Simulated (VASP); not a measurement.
Here is a VASP 6.6.1 calculation.

File POSCAR:

```
NaCl
1.0
    4.5256035083      0.0000000000      0.0000000000
   -2.2628017541      3.9192876056      0.0000000000
    0.0000000000      0.0000000000      5.3391787447
Na Cl
2 2
Direct
    0.3333333333      0.6666666667      0.2500000000
    0.6666666667      0.3333333333      0.7500000000
    0.6666666667      0.3333333333      0.2500000000
    0.3333333333      0.6666666667      0.7500000000
```

INCAR.step1

```
SYSTEM = NaCl
  ALGO = Normal
  EDIFF = 1E-4
  ENCUT = 520
  GGA = PE
  ISMEAR = 0
  LASPH = .True.
  LCHARG = .False.
  LREAL = .False.
  LWAVE = .True.
  NBANDS = 22
  NELM = 60
  PREC = Accurate
  SIGMA = 0.01
```

File INCAR.step2:

```
SYSTEM = NaCl
  ALGO = Normal
  EDIFF = 1E-6
  ENCUT = 520
  ISIF = 2
  ISMEAR = 0
  ISTART = 1
  LASPH = .True.
  LCHARG = .False.
  LMIXTAU = .True.
  LREAL = .False.
  LWAVE = .False.
  METAGGA = R2SCAN
  NBANDS = 22
  NELM = 60
  PREC = Accurate
  SIGMA = 0.01
```

KPOINTS

```
k-points
0
Gamma
  6 6 6
  0 0 0
```

Potentials or basis: VASP PAW PBE potentials, release 64 (Na_pv, Cl).

Run with:

```sh
$ cat potpaw_PBE.64/Na_pv/POTCAR potpaw_PBE.64/Cl/POTCAR > POTCAR
$ cp INCAR.step1 INCAR
$ mpirun -np 1 vasp_std > vasp.out
$ cp INCAR.step2 INCAR
$ mpirun -np 1 vasp_std > vasp.out
```

(1) What does it give for the pressure?

(2) What does it give for the band gap on the k mesh?

Answers

(1) 3.4 GPa.

(2) 5.75 eV.

Caveat: the cell differs from its parent crystal (strain -4.1%); the cell stands under pressure; the PAW data sets were made with another functional, which shifts forces and pressure a little.
